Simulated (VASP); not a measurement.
Wanted: the native input for a VASP 6.6.1 run.

```yaml
Task: relaxation of cell and atoms
Functional: PBE
Potentials_or_basis: VASP PAW PBE potentials, release 64 (Ti_sv, Al)
Cutoff: 600 eV
k_mesh: 6 × 6 × 2
Occupations: gaussian, width 0.1 eV
Spin: no spin polarisation
Dipole_correction: no
Further_INCAR_settings: ALGO = Normal; EDIFF = 1e-06; IBRION = 2; EDIFFG = -0.04; NSW = 90; ISIF = 3
```

The structure of TiAl5 lies in POSCAR:

```
TiAl5
1.0
    2.8813866244      0.0000000000      0.0000000000
   -1.4406933122      2.4953540149      0.0000000000
    0.0000000000      0.0000000000     13.8892456798
Ti Al
1 5
Direct
    0.0000000000      0.0000000000      0.0000000000
    0.6666666667      0.3333333333      0.1651904066
    0.0000000000      0.0000000000      0.3294360820
    0.6666666667      0.3333333333      0.5000000000
    0.0000000000      0.0000000000      0.6705639180
    0.6666666667      0.3333333333      0.8348095934
```

The cell was built from a structure type or drawn by symmetry, and may not be a known phase.

One way to write it, as run:

INCAR

```
SYSTEM = TiAl5
PREC = Accurate ; ENCUT = 600
EDIFF = 1E-6 ; ISMEAR = 0
SIGMA = 0.1 ; LREAL = .False.
LASPH = .True. ; NELM = 60
ALGO = Normal ; ISIF = 3
LWAVE = .False. ; LCHARG = .False.
GGA = PE ; IBRION = 2
NSW = 90 ; EDIFFG = -0.04
```

KPOINTS

```
regular mesh
0
Gamma
  6 6 2
  0 0 0
```

Potentials or basis: VASP PAW PBE potentials, release 64 (Ti_sv, Al).

Launch:

```sh
$ cat potpaw_PBE.64/Ti_sv/POTCAR potpaw_PBE.64/Al/POTCAR > POTCAR
$ mpirun -np 1 vasp_std > vasp.out
```

Results of the run:

```yaml
Relaxed_volume: 16.71 Å³/atom
Relaxed_cell: a = 2.874 Å, b = 2.874 Å, c = 14.017 Å, α = 90.00°, β = 90.00°, γ = 120.00°
Space_group_after_relaxing_to_0.1_Å: P-6m2 (No. 187)
Energy_gained_by_relaxing: 1.3 meV/atom
Ionic_steps: 7
Pressure_after_relaxing: -0.2 GPa
Largest_force_after_relaxing: 0.036 eV/Å
```

Caveat: the k points lie up to 0.42 Å⁻¹ apart in the final cell; the highest band is partly filled, so the run has too few bands.

Wall time 5.3 min on 1 thread of Intel Xeon 8259CL, with other jobs on the host, peak memory 0.26 GiB.
